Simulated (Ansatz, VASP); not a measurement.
## TiBeH2 in VASP and in Ansatz

Contents of INCAR:

```
ALGO     = Normal         # electronic algorithm
EDIFF    = 1E-6           # SCF threshold, eV
EDIFFG   = -0.04          # ionic threshold
ENCUT    = 600            # plane-wave cutoff, eV
GGA      = PE             # functional
IBRION   = 2              # ionic algorithm
ISIF     = 3              # what is computed and relaxed
ISMEAR   = 0              # smearing method
LASPH    = True           # aspherical terms in the spheres
LCHARG   = False          # write CHGCAR
LREAL    = False          # projectors in reciprocal space
LWAVE    = False          # write WAVECAR
NELM     = 60             # most SCF steps
NSW      = 90             # ionic steps
PREC     = Accurate       # precision mode
SIGMA    = 0.1            # smearing width, eV
```

The input KPOINTS:

```
k-points
0
Gamma
  6 6 6
```

Contents of POSCAR:

```
TiBeH2
1.0
    2.7981979369      0.0000000000      0.0000000000
    0.0000000000      2.7981979369      0.0000000000
    0.0000000000      0.0000000000      3.7275863048
Ti Be H
1 1 2
Direct
    0.5000000000      0.5000000000      0.5000000000
    0.0000000000      0.0000000000      0.0000000000
    0.0000000000      0.0000000000      0.5000000000
    0.5000000000      0.5000000000      0.0000000000
```

Input for Ansatz:

```yaml
crystal:
  lattice:
    - [2.7981979369, 0.0, 0.0]
    - [0.0, 2.7981979369, 0.0]
    - [0.0, 0.0, 3.7275863048]
  atoms:
    - { symbol: Ti, position: [0.5, 0.5, 0.5] }
    - { symbol: Be, position: [0.0, 0.0, 0.0] }
    - { symbol: H, position: [0.0, 0.0, 0.5] }
    - { symbol: H, position: [0.5, 0.5, 0.0] }
basis:
  ecutwfc: 420
kpoints:
  mp_grid: { grid: [6, 6, 6] }
hamiltonian:
  xc: pbe
scf:
  occupations: { method: gaussian, width: 0.1 }
  lower_state_search: "off"
output:
  forces: true
  stress: true
  eigenvalues: true
relax:
  adjacent_minimum: "off"
  f_tol: 0.04
  max_steps: 70
  cell: { stress_tol: 0.4 }
```

Change from the starting cell: species swapped into the HfZrC2 type (P4/mmm, No. 123).

Alike in both runs: task relaxation of cell and atoms; functional PBE; k mesh 6 × 6 × 6; occupations gaussian, width 0.1 eV; no spin polarisation.

|  | VASP | Ansatz |
| --- | --- | --- |
| version | VASP 6.6.1 | Ansatz 0.2.0 |
| potentials or method | VASP PAW PBE potentials, release 64 (Ti_sv, Be, H), cutoff 600 eV | scalar-relativistic, plane waves, PAW |
| valence electrons in the cell | 16 | 16 |

|  | VASP | Ansatz | Ansatz less VASP |
| --- | --- | --- | --- |
| gap on the k mesh at the Fermi level, each at its own relaxed structure (eV) | none | none | - |
| relaxed volume (Å³/atom) | 7.30 | 7.30 | 0.000 |
| relaxed cell length with the largest relative difference (Å) | 3.728 | 3.728 | 0.0000 |

A gap of «none» marks a metal or a gap that the smearing closes.

The k mesh is coarse, so the values compare programs but aren't converged. Noted on VASP's run: the relaxation stopped at its first step, so nothing moved.
